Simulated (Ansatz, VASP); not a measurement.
# CuI in VASP and in Ansatz

```xyz
2
Lattice="0.0000 3.0516 3.0516 3.0516 0.0000 3.0516 3.0516 3.0516 0.0000" Properties=species:S:1:pos:R:3 pbc="T T T"
I     0.0000    0.0000    0.0000
Cu    4.5774    4.5774    4.5774
```

Alike in both runs: task single point; functional SVWN5; k mesh 8 × 8 × 8; occupations fermi-dirac, width 0.05 eV; no spin polarisation.

|  | VASP | Ansatz |
| --- | --- | --- |
| version | VASP 6.6.1 | Ansatz 0.2.0 |
| potentials or method | VASP PAW PBE potentials, release 64 (I, Cu) | Ansatz PAW |
| plane-wave cutoff (eV) | 520 | 420 |
| valence electrons in the cell | 18 | 36 |

```csv
,VASP,Ansatz,Ansatz less VASP
gap on the k mesh at the Fermi level (eV),0.91,0.89,-0.019
least direct gap on the mesh (eV),0.91,0.89,-0.019
pressure (GPa),-4.9,-5.1,-0.12
```

VASP's potentials were made for PBE, not for SVWN5. VASP's potentials hold 18 valence electrons a cell and Ansatz's 36, so a difference there can come from the potentials and not from the codes.

Spin-orbit coupling is off throughout.
